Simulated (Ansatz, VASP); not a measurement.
Two plane-wave programs on WS2

INCAR

```
ALGO = Normal
EDIFF = 1E-7
ENCUT = 520
GGA = PE
ISIF = 2
ISMEAR = 0
LASPH = True
LCHARG = False
LREAL = False
LWAVE = False
NBANDS = 20
NELM = 100
PREC = Accurate
SIGMA = 0.01
```

Contents of KPOINTS:

```
k-points
0
Gamma
  4 4 4
```

POSCAR

```
WS2
1.0
    1.5858866948      0.9156121101      6.2374697496
   -1.5858866948      0.9156121101      6.2374697496
    0.0000000000     -1.8312242203      6.2374697496
W S
1 2
Direct
   -0.0000115685     -0.0000115685     -0.0000115685
    0.4167981689      0.4167981689      0.4167981689
    0.2498800663      0.2498800663      0.2498800663
```

Input for Ansatz:

```yaml
crystal:
  lattice:
    - [1.5858866948, 0.9156121101, 6.2374697496]
    - [-1.5858866948, 0.9156121101, 6.2374697496]
    - [0.0, -1.8312242203, 6.2374697496]
  atoms:
    - { symbol: W, position: [-1.15685e-05, -1.15685e-05, -1.15685e-05] }
    - { symbol: S, position: [0.4167981689, 0.4167981689, 0.4167981689] }
    - { symbol: S, position: [0.2498800663, 0.2498800663, 0.2498800663] }
kpoints:
  mp_grid: { grid: [4, 4, 4] }
hamiltonian:
  xc: pbe
scf:
  occupations: { method: fixed }
output:
  optics:
    e_range: [0, 30]
    de: 0.05
    sigma: 0.15
    scissors: 1.5
    scheme: fermi_dirac
    bands: { spectra_wanted_up_to: 30 }
```

Alike in both runs: task single point; functional PBE; k mesh 4 × 4 × 4; no spin polarisation.

|  | VASP | Ansatz |
| --- | --- | --- |
| version | VASP 6.6.1 | Ansatz 0.2.0 |
| potentials or method | VASP PAW PBE potentials, release 64 (W_sv, S) | plane waves, PAW |
| plane-wave cutoff (eV) | 520 | 420 |
| occupations | gaussian, width 0.01 eV | fixed |
| valence electrons in the cell | 26 | 26 |

VASP gave:

```
gap on the k mesh at the Fermi level (eV) : 1.42
```

Task: What did Ansatz give for the same quantities?

Result: gap on the k mesh at the Fermi level (eV): 1.40.

The k mesh is coarse, so the values compare programs but aren't converged. Spin-orbit coupling is off throughout.
